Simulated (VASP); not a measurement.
The system is Ga.

```xyz
1
Lattice="-1.3561 1.3561 2.2640 1.3561 -1.3561 2.2640 1.3561 1.3561 -2.2640" Properties=species:S:1:pos:R:3 pbc="T T T"
Ga    0.0000    0.0000    0.0000
```

Base run:

| Property | Result |
| --- | --- |
| Program | VASP 6.6.1 |
| Functional | r2SCAN |
| Potentials or basis | VASP PAW PBE potentials, release 64 (Ga_d) |
| Cutoff | 520 eV |
| k mesh | 13 × 13 × 13 |
| Occupations | fermi-dirac, width 0.05 eV |
| Spin | no spin polarisation |

Its results: pressure 4.8 GPa.

Task: The run is repeated on the same cell with these changes: functional from r2SCAN to PBEsol. What comes out?

Result: Pressure 4.2 GPa.

Caveats: the PAW data sets were made with another functional, which shifts forces and pressure a little.
